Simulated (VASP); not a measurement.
## HoNb2As3: relaxation of cell and atoms with PBE

Crystal: HoNb2As3.

```
CELL_PARAMETERS angstrom
-2.87228 2.87228 3.98238
2.87228 -2.87228 3.98238
2.87228 2.87228 -3.98238
ATOMIC_POSITIONS crystal
Ho 0.50000 0.50000 0.00000
Nb 0.75000 0.25000 0.50000
Nb 0.25000 0.75000 0.50000
As 0.50000 0.00000 0.50000
As 0.00000 0.50000 0.50000
As 0.00000 0.00000 0.00000
```

The cell was generated, and may not be a known phase.

```json
{
 "Program": "VASP 6.6.1",
 "Task": "relaxation of cell and atoms",
 "Functional": "PBE",
 "Potentials or basis": "VASP PAW PBE potentials, release 64 (Ho_3, Nb_sv, As), 4f in core",
 "Cutoff": "500 eV",
 "k mesh": "4 × 4 × 4",
 "Occupations": "gaussian, width 0.1 eV",
 "Spin": "no spin polarisation",
 "Dipole correction": "no",
 "Further INCAR settings": "ALGO = Normal; EDIFF = 1e-07; IBRION = 2; EDIFFG = -0.04; NSW = 90; ISIF = 3"
}
```

* Relaxed volume: 24.36 Å³/atom
* Relaxed cell: a = 6.255 Å, b = 6.255 Å, c = 6.255 Å, α = 128.40°, β = 128.40°, γ = 75.98°
* Space group after relaxing (to 0.1 Å): I4/mmm (No. 139)
* Energy gained by relaxing: 1810.4 meV/atom
* Ionic steps: 12
* Pressure after relaxing: -0.1 GPa
* Band gap on the k mesh: zero (bands 25 and 26 overlap by 0.07 eV)

Stress tensor (GPa, compression positive):
```
-0.15  0.00  0.00
 0.00 -0.15  0.00
 0.00  0.00  0.01
```

The path:
```
step  energy change (eV)  largest force (eV/Å)  pressure (GPa)  volume (Å³)
   1              0.0000                0.0000           41.74       131.42
   2              0.1153                0.0000          -14.67       232.41
   3             -9.5126                0.0000          -10.79       173.32
   4            -10.1801                0.0000           -8.92       167.13
   5            -10.4260                0.0000           -2.21       156.34
   6            -10.5191                0.0000           -5.45       160.51
   7            -10.5230                0.0000           -4.97       159.81
   8            -10.8576                0.0000            0.35       144.93
   9            -10.8614                0.0000           -0.26       146.21
  10            -10.8613                0.0000           -0.38       146.48
  11            -10.8611                0.0000            0.22       145.75
  12            -10.8621                0.0000           -0.10       146.13
```

Final structure:
```
Ho Nb As
1.0
    -2.72227    2.72227    4.92973
     2.72227   -2.72227    4.92973
     2.72227    2.72227   -4.92973
Ho Nb As
1 2 3
Direct
  0.50000 0.50000 0.00000
  0.75000 0.25000 0.50000
  0.25000 0.75000 0.50000
  0.50000 0.00000 0.50000
  0.00000 0.50000 0.50000
  0.00000 0.00000 0.00000
```

Levels at points of the mesh, in eV from the Fermi level:
```csv
k point,band 21,band 22,band 23,band 24,band 25,band 26,band 27,band 28,band 29,band 30
"(0.00, 0.00, 0.00)",-1.31,-1.23,-1.08,-0.14,-0.14,0.85,0.85,1.17,1.70,1.70
"(0.50, 0.00, 0.00)",-1.26,-0.69,-0.65,-0.60,-0.08,0.19,0.45,0.65,1.00,1.35
"(0.50, 0.50, 0.00)",-1.28,-1.25,-1.07,-0.53,-0.47,0.31,0.43,0.44,0.62,1.00
"(0.50, 0.50, 0.50)",-1.17,-1.17,-1.04,-0.85,-0.61,0.92,1.11,1.29,1.56,1.81
```

It took 18 min on 1 thread of Intel(R) Xeon(R) 6975P-C (Granite Rapids), on a shared host, peak memory 0.31 GiB.

Caveat: spin-orbit coupling is left out, which moves the levels of the heavy elements; the 4f electrons are frozen in the core, so they carry no moment and show no levels. Spin polarisation is off, so any magnetic state and its effect on volume and gap are missing.
